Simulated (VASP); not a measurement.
Set up this calculation in VASP 6.6.1, as the native input.

| Property | Result |
| --- | --- |
| Task | relaxation of the atoms |
| Functional | PBE |
| Potentials or basis | VASP PAW PBE potentials, release 64 (Mg, O) |
| Cutoff | 520 eV |
| k mesh | 2 × 2 × 2, shifted |
| Occupations | gaussian, width 0.02 eV |
| Spin | no spin polarisation |
| Dipole correction | no |
| Further INCAR settings | LREAL = Auto; ALGO = Normal; EDIFF = 1e-07; IBRION = 2; EDIFFG = -0.03; NSW = 45 |

The structure of MgO lies in POSCAR:

```
MgO
1.0
    4.2535896643      4.2535896643      4.2535896643
   -4.2535896643      4.2535896643     -4.2535896643
   -4.2535896643     -4.2535896643      4.2535896643
Mg O
16 16
Direct
    0.5013768638      0.7529461354      0.7559492524
    0.4991252073      0.4981261164      0.0023467304
    0.7509387963      0.4981433570      0.7482275058
    0.5159272814      0.2574809118      0.2556396946
    0.7376871807      0.2411222491     -0.0134708050
    0.0121536678      0.2656494761      0.7607084422
    0.5066015692     -0.0001929091      0.4988162618
    0.7554038132      0.0061639573      0.2536792969
   -0.0052723105     -0.0142228830     -0.0043508276
    0.2510140830      0.0025169290      0.7515000280
    0.7469924575      0.7418443946      0.4941201459
    0.0071290214      0.7563384372      0.2640362207
    0.2479944804      0.7498686590      0.0111234740
    0.0010006912      0.4879300330      0.4964059608
    0.2527865204      0.4995285514      0.2522153540
    0.2392677165      0.2458196418      0.4923210405
    0.4974790165      0.0016363765      0.0089389445
    0.5055154192      0.7489119620      0.2437066822
    0.7495256540      0.7521166260     -0.0087989439
    0.5030701676      0.4990053193      0.4989440643
    0.7612030407      0.5061635208      0.2495674504
    0.0049479843      0.5066305834      0.0009063997
    0.4908426313      0.2535276781      0.7455352690
    0.7539730293      0.2575791411      0.4981344812
    0.0018716758      0.2510019354      0.2590917922
    0.2464516455      0.2505184292     -0.0054149390
    0.7416930346     -0.0007786896      0.7475025584
    0.0049262066      0.0016227133      0.5008019564
    0.2548999561     -0.0016732049      0.2591440811
    0.0026818588      0.7516552536      0.7506180336
    0.2450798889      0.7486405201      0.4981696497
    0.2437002016      0.4979066784      0.7456101927
```

One way to write it, as run:

INCAR

```
SYSTEM = MgO
PREC     = Accurate       ! precision mode
ENCUT    = 520            ! plane-wave cutoff, eV
EDIFF    = 1E-7           ! SCF threshold, eV
ISMEAR   = 0              ! smearing method
SIGMA    = 0.02           ! smearing width, eV
LREAL    = Auto         
LASPH    = .TRUE.         ! aspherical terms in the spheres
NELM     = 80             ! most SCF steps
ALGO     = Normal         ! electronic algorithm
ISIF     = 2              ! what is computed and relaxed
LWAVE    = .FALSE.        ! write WAVECAR
LCHARG   = .FALSE.        ! write CHGCAR
GGA      = PE             ! functional
IBRION   = 2              ! ionic algorithm
NSW      = 45             ! ionic steps
EDIFFG   = -0.03          ! ionic threshold
KPAR     = 2
```

KPOINTS

```
Automatic mesh
0
Gamma
  2 2 2
  0.5 0.5 0.5
```

Potentials or basis: VASP PAW PBE potentials, release 64 (Mg, O).

Run with:

```bash
$ cat potpaw_PBE.64/Mg/POTCAR potpaw_PBE.64/O/POTCAR > POTCAR
$ mpirun -np 2 vasp_std > vasp.out
```

Results of the run:

- Energy gained by relaxing: 19.6 meV/atom
- Ionic steps: 8
- Pressure after relaxing: -0.8 GPa
- Largest force after relaxing: 0.025 eV/Å
- Band gap on the k mesh: 5.88 eV

Caveat: a shifted mesh leaves out Γ, where band edges can lie.

Run time: 11 min on 2 MPI ranks on Intel(R) Xeon(R) Platinum 8488C (Sapphire Rapids), with other jobs on the host, peak memory 0.49 GiB a rank.
